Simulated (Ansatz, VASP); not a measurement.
One calculation of TaSi2, two programs

```
Ta Si
1.0
     4.76863    0.00000    0.00000
    -2.38431    4.12975    0.00000
     0.00000    0.00000    6.52141
Ta Si
3 6
Direct
  0.00000 0.50000 0.16667
  0.50000 0.50000 0.83333
  0.50000 0.00000 0.50000
  0.84138 0.68277 0.50000
  0.15862 0.84138 0.83333
  0.68277 0.84138 0.16667
  0.15862 0.31723 0.50000
  0.84138 0.15862 0.83333
  0.31723 0.15862 0.16667
```

Alike in both runs: task single point; functional r2SCAN; k mesh 6 × 6 × 4; occupations gaussian, width 0.1 eV; no spin polarisation.

|  | VASP | Ansatz |
| --- | --- | --- |
| version | VASP 6.6.1 | Ansatz 0.2.0 |
| potentials or method | VASP PAW PBE potentials, release 64 (Ta_pv, Si), cutoff 520 eV | scalar-relativistic, plane waves, PAW |
| valence electrons in the cell | 57 | 63 |

```csv
,VASP,Ansatz,Ansatz less VASP
gap on the k mesh at the Fermi level (eV),none,none,-
pressure (GPa),2.4,2.2,-0.13
"traceless stress, the component that is largest in VASP (GPa)",1.57,1.65,+0.071
rms of the force components (eV/Å),0.010,0.006,-0.0042
```

VASP's potentials were made for PBE, not for r2SCAN. Atom by atom the forces differ by 0.004 eV/Å (rms over components). A gap of «none» marks a metal or a gap that the smearing closes. VASP's potentials hold 57 valence electrons a cell and Ansatz's 63, so a difference there can come from the potentials and not from the codes.

Neither program's run includes spin-orbit coupling.
